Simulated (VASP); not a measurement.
Set up this calculation in VASP 6.6.1, as the native input.

| Property | Result |
| --- | --- |
| Task | single point |
| Functional | PBEsol |
| Potentials or basis | VASP PAW PBE potentials, release 64 (Ag, I) |
| Cutoff | 500 eV |
| k mesh | 6 × 6 × 6 |
| Occupations | gaussian, width 0.01 eV |
| Spin | no spin polarisation |
| Dipole correction | no |
| Further INCAR settings | ALGO = Normal; EDIFF = 1e-06; NBANDS = 16 |

The structure of AgI lies in POSCAR:

```
AgI
1.0
    3.3015582936      3.3015582936      0.0000000000
   -3.3015582936      3.3015582936      0.0000000000
    0.0000000000      3.3015582936      3.3015582936
Ag I
1 1
Direct
    0.0000000000      0.0000000000      0.0000000000
    0.7500000000      0.2500000000      0.5000000000
```

The input as run:

INCAR

```
PREC = Accurate ; ENCUT = 500
EDIFF = 1E-6 ; ISMEAR = 0
SIGMA = 0.01 ; LREAL = F
LASPH = T ; NELM = 120
ALGO = Normal ; ISIF = 2
LWAVE = F ; LCHARG = F
GGA = PS ; NBANDS = 16
GGA_COMPAT = F
```

KPOINTS

```
Automatic mesh
0
Gamma
  6 6 6
```

Potentials or basis: VASP PAW PBE potentials, release 64 (Ag, I).

Launch:

```console
$ cat potpaw_PBE.64/Ag/POTCAR potpaw_PBE.64/I/POTCAR > POTCAR
$ mpirun -np 1 vasp_std > vasp.out
```

It gave:

```
Pressure               : -2.0 GPa
Band gap on the k mesh : 1.21 eV, direct
```

Caveat: the PAW data sets were made with another functional, which shifts forces and pressure a little; spin-orbit coupling is left out, which moves the levels of the heavy elements.

It took 19 s on 1 thread of Intel Xeon 6975P-C, on a shared host, peak memory 0.21 GiB.
